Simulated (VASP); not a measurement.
TiCo:

```xyz
2
Lattice="2.9861 0.0000 0.0000 0.0000 2.9861 0.0000 0.0000 0.0000 2.9861" Properties=species:S:1:pos:R:3 pbc="T T T"
Ti    0.0000    0.0000    0.0000
Co    1.4931    1.4931    1.4931
```

Base run:

- Program: VASP 6.6.1
- Functional: PBE
- Potentials or basis: VASP PAW PBE potentials, release 64 (Ti_sv, Co)
- Cutoff: 520 eV
- k mesh: 12 × 12 × 12
- Occupations: gaussian, width 0.05 eV
- Spin: collinear spin, ferrimagnetic start
- Starting moments: [-1.0, 3.0] μB

Its results: pressure -0.7 GPa; net moment 0.86 μB per cell; site moments Ti -0.02; Co +0.93 μB.

Problem. The run is repeated on the same cell with these changes: functional from PBE to PBEsol; moments at the start from [-1.0, 3.0] to [-0.02, 0.98]. What comes out?

Solution. Pressure -8.4 GPa; net moment 0.73 μB per cell; site moments Ti -0.03; Co +0.79 μB.

Caveats: the PAW data sets were made with another functional, which shifts forces and pressure a little (some runs).
